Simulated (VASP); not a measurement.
Input of a VASP 6.6.1 run:

File INCAR:

```
PREC = Accurate ; ENCUT = 520
EDIFF = 1E-6 ; ISMEAR = 0
SIGMA = 0.02 ; LREAL = F
LASPH = T ; NELM = 100
ALGO = Normal ; ISIF = 2
LWAVE = F ; LCHARG = F
LDIPOL = T ; IDIPOL = 3
DIPOL = 0.5 0.5 0.500 ; GGA = PE
IVDW = 12 ; NBANDS = 20
```

Contents of KPOINTS:

```
Automatic mesh
0
Gamma
  12 12 1
```

The input POSCAR:

```
WS2
1.0
    3.1537892996      0.0000000000      0.0000000000
   -1.5768946498      2.7312616516      0.0000000000
    0.0000000000      0.0000000000     32.2996392432
S W
2 1
Direct
    0.3333333333      0.6666666667      0.4512406377
    0.3333333333      0.6666666667      0.5487593623
    0.6666666667      0.3333333333      0.5000000000
```

Potentials or basis: VASP PAW PBE potentials, release 64 (S, W_sv).

Launch:

```sh
$ cat potpaw_PBE.64/S/POTCAR potpaw_PBE.64/W_sv/POTCAR > POTCAR
$ mpirun -np 1 vasp_std > vasp.out
```

Task: Predict the dispersion energy per atom.

Result: -0.311 eV.

Task: What does it give for the largest force?

Result: 0.067 eV/Å.

Forces in eV/Å, atoms in the order of the input:
```
S    0.000  0.000 -0.067
S    0.000  0.000  0.067
W    0.000  0.000  0.000
```
